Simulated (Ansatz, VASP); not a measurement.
## One calculation of ZrSnTe3, two programs

INCAR

```
SYSTEM = ZrSnTe3
ALGO = Normal ; EDIFF = 1E-6
ENCUT = 500 ; GGA = PE
GGA_COMPAT = .False. ; ISIF = 2
ISMEAR = 0 ; LASPH = .True.
LCHARG = .True. ; LELF = .True.
LREAL = .False. ; LVHAR = .True.
LWAVE = .False. ; NBANDS = 30
NELM = 120 ; PREC = Accurate
SIGMA = 0.05
```

KPOINTS

```
k-points
0
Gamma
  4 4 4
  0 0 0
```

File POSCAR:

```
ZrSnTe3
1.0
    5.7844936449      0.0000000000      0.0000000000
    0.0000000000      5.7844936449      0.0000000000
    0.0000000000      0.0000000000      5.7844936449
Sn Zr Te
1 1 3
Direct
    0.0000000000      0.0000000000      0.0000000000
    0.5000000000      0.5000000000      0.5000000000
    0.5000000000      0.5000000000      0.0000000000
    0.5000000000      0.0000000000      0.5000000000
    0.0000000000      0.5000000000      0.5000000000
```

Input for Ansatz:

```yaml
crystal:
  lattice:
    - [5.7844936449, 0.0, 0.0]
    - [0.0, 5.7844936449, 0.0]
    - [0.0, 0.0, 5.7844936449]
  atoms:
    - { symbol: Sn, position: [0.0, 0.0, 0.0] }
    - { symbol: Zr, position: [0.5, 0.5, 0.5] }
    - { symbol: Te, position: [0.5, 0.5, 0.0] }
    - { symbol: Te, position: [0.5, 0.0, 0.5] }
    - { symbol: Te, position: [0.0, 0.5, 0.5] }
basis:
  ecutwfc: 420
kpoints:
  mp_grid: { grid: [4, 4, 4] }
hamiltonian:
  xc: pbe
scf:
  occupations: { method: gaussian, width: 0.05 }
output:
  forces: true
  stress: true
  eigenvalues: true
```

Alike in both runs: task single point; functional PBE; k mesh 4 × 4 × 4; occupations gaussian, width 0.05 eV; no spin polarisation.

|  | VASP | Ansatz |
| --- | --- | --- |
| version | VASP 6.6.1 | Ansatz 0.2.0 |
| potentials or method | VASP PAW PBE potentials, release 64 (Sn_d, Zr_sv, Te), cutoff 500 eV | scalar-relativistic, plane waves, PAW |
| valence electrons in the cell | 44 | 74 |

|  | VASP | Ansatz | Ansatz less VASP |
| --- | --- | --- | --- |
| gap on the k mesh at the Fermi level (eV) | none | none | - |
| pressure (GPa) | -3.5 | -3.5 | +0.01 |

A gap of «none» marks a metal or a gap that the smearing closes. VASP's potentials hold 44 valence electrons a cell and Ansatz's 74, so a difference there can come from the potentials and not from the codes.

Neither program's run includes spin-orbit coupling.
